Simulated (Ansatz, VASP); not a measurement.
# Cd: VASP beside Ansatz

File INCAR:

```
PREC = Accurate
ENCUT = 520
EDIFF = 1E-6
ISMEAR = 0
SIGMA = 0.15
LREAL = False
LASPH = True
NELM = 80
ALGO = Fast
ISIF = 2
LWAVE = False
LCHARG = False
GGA = PE
NBANDS = 19
```

KPOINTS

```
regular mesh
0
Gamma
  18 18 8
```

Contents of POSCAR:

```
Cd
1.0
    3.0682386833      0.0000000000      0.0000000000
   -1.5341193416      2.6571726446      0.0000000000
    0.0000000000      0.0000000000      5.6176500000
Cd
2
Direct
    0.3333333333      0.6666666667      0.2500000000
    0.6666666667      0.3333333333      0.7500000000
```

Input for Ansatz:

```yaml
crystal:
  lattice:
    - [3.0682386833, 0.0, 0.0]
    - [-1.5341193416, 2.6571726446, 0.0]
    - [0.0, 0.0, 5.61765]
  atoms:
    - { symbol: Cd, position: [0.3333333333, 0.6666666667, 0.25] }
    - { symbol: Cd, position: [0.6666666667, 0.3333333333, 0.75] }
basis:
  ecutwfc: 420
kpoints:
  mp_grid: { grid: [18, 18, 8] }
hamiltonian:
  xc: pbe
scf:
  occupations: { method: gaussian, width: 0.15 }
output:
  forces: true
  stress: true
  eigenvalues: true
```

Change from the starting cell: strain +0.0300 x Voigt [1, 1, 0, 0, 0, 0], atoms carried along.

Alike in both runs: task single point; functional PBE; k mesh 18 × 18 × 8; occupations gaussian, width 0.15 eV; no spin polarisation.

```csv
,VASP,Ansatz
version,VASP 6.6.1,Ansatz 0.2.0
potentials or method,"VASP PAW PBE potentials, release 64 (Cd), cutoff 520 eV","scalar-relativistic, plane waves, PAW"
valence electrons in the cell,24,40
```

```tsv
	VASP	Ansatz	Ansatz less VASP
gap on the k mesh at the Fermi level (eV)	none	none	-
pressure (GPa)	-0.1	-0.3	-0.28
traceless stress, the component that is largest in VASP (GPa)	0.37	0.46	+0.089
```

A gap of «none» marks a metal or a gap that the smearing closes. VASP's potentials hold 24 valence electrons a cell and Ansatz's 40, so a difference there can come from the potentials and not from the codes.
